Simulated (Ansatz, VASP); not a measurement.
# Te2Mo in VASP and in Ansatz

INCAR

```
SYSTEM = Te2Mo
PREC = Accurate
ENCUT = 520
EDIFF = 1E-7
ISMEAR = 0
SIGMA = 0.05
LREAL = .False.
LASPH = .True.
NELM = 80
ALGO = Normal
ISIF = 2
LWAVE = .False.
LCHARG = .False.
GGA = CA
NBANDS = 20
```

KPOINTS

```
regular mesh
0
Gamma
  12 12 2
  0 0 0
```

File POSCAR:

```
Te2Mo
1.0
    3.5602328140      0.0000000000      0.0000000000
   -1.7801164070      3.0832520603      0.0000000000
    0.0000000000      0.0000000000     16.8230955072
Te Mo
2 1
Direct
    0.3333333333      0.6666666667      0.8978554500
    0.3333333333      0.6666666667      0.1021445500
    0.0000000000      0.0000000000      0.0000000000
```

Input for Ansatz:

```yaml
crystal:
  lattice:
    - [3.560232814, 0.0, 0.0]
    - [-1.780116407, 3.0832520603, 0.0]
    - [0.0, 0.0, 16.8230955072]
  atoms:
    - { symbol: Te, position: [0.3333333333, 0.6666666667, 0.89785545] }
    - { symbol: Te, position: [0.3333333333, 0.6666666667, 0.10214455] }
    - { symbol: Mo, position: [0.0, 0.0, 0.0] }
basis:
  ecutwfc: 420
kpoints:
  mp_grid: { grid: [12, 12, 2] }
hamiltonian:
  xc: lda
scf:
  occupations: { method: gaussian, width: 0.05 }
output:
  forces: true
  stress: true
  eigenvalues: true
```

Change from the starting cell: strain +0.000 along x and y, -0.040 along z, atoms carried along.

Alike in both runs: task single point; functional LDA; k mesh 12 × 12 × 2; occupations gaussian, width 0.05 eV; no spin polarisation.

|  | VASP | Ansatz |
| --- | --- | --- |
| version | VASP 6.6.1 | Ansatz 0.2.0 |
| potentials or method | VASP PAW LDA potentials, release 64 (Te, Mo_sv), cutoff 520 eV | scalar-relativistic, plane waves, PAW |
| valence electrons in the cell | 26 | 46 |

|  | VASP | Ansatz | Ansatz less VASP |
| --- | --- | --- | --- |
| gap on the k mesh at the Fermi level (eV) | 0.96 | 0.96 | +0.002 |
| least direct gap on the mesh (eV) | 0.96 | 0.96 | +0.002 |
| rms of the force components (eV/Å) | 0.328 | 0.297 | -0.0303 |

LDA's correlation is that of Perdew and Zunger in VASP and of Perdew and Wang (1992) in Ansatz. Atom by atom the forces differ by 0.030 eV/Å (rms over components). VASP's potentials hold 26 valence electrons a cell and Ansatz's 46, so a difference there can come from the potentials and not from the codes.

Spin-orbit coupling is off throughout.
